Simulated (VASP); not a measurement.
A run of VASP 6.6.1:

The input INCAR:

```
SYSTEM = Al6CoRu5
  ALGO = Normal
  EDIFF = 1E-6
  ENCUT = 600
  GGA = PE
  GGA_COMPAT = .FALSE.
  ISIF = 2
  ISMEAR = 0
  LASPH = .TRUE.
  LCHARG = .TRUE.
  LELF = .TRUE.
  LREAL = .FALSE.
  LVHAR = .TRUE.
  LWAVE = .FALSE.
  NBANDS = 60
  NELM = 120
  PREC = Accurate
  SIGMA = 0.2
```

KPOINTS

```
k-points
0
G
  8 8 2
  0 0 0
```

POSCAR

```
Al6CoRu5
1.0
    2.9851544385      0.0001055509      0.0000770199
    0.0001002710      2.9859049341      0.0001703836
    0.0004240440      0.0006602661     17.8861329886
Al Co Ru
6 1 5
Direct
    1.0000232737     -0.0001308010      0.9209253654
    0.9999010361      0.0001515800      0.0790609394
   -0.0000379590      1.0000720355      0.2459331033
    0.0000757580      1.0000574844      0.4153813812
    0.0000738198      0.9999471134      0.5846276132
    0.0000277801      0.9998663102      0.7540661742
    0.4998218110      0.5000355193     -0.0000107377
    0.4998797793      0.5001157789      0.1611820916
    0.5000664019      0.5000929944      0.3308695017
    0.5000731563      0.5000135928      0.5000082352
    0.5000604069      0.4998864016      0.6691402618
    0.5000347359      0.4998919906      0.8388160708
```

Potentials or basis: VASP PAW PBE potentials, release 64 (Al, Co, Ru_pv).

The run is started by

```console
$ cat potpaw_PBE.64/Al/POTCAR potpaw_PBE.64/Co/POTCAR potpaw_PBE.64/Ru_pv/POTCAR > POTCAR
$ mpirun -np 1 vasp_std > vasp.out
```

Hardware: 1 thread of Intel Xeon 8259CL, with other jobs on the host.

Task: How long does it take, and how much memory?

Result: Wall time 38 min on 1 thread of Intel Xeon 8259CL (shared host), peak memory 0.71 GiB. Counts: scf iterations 26, k points 68.
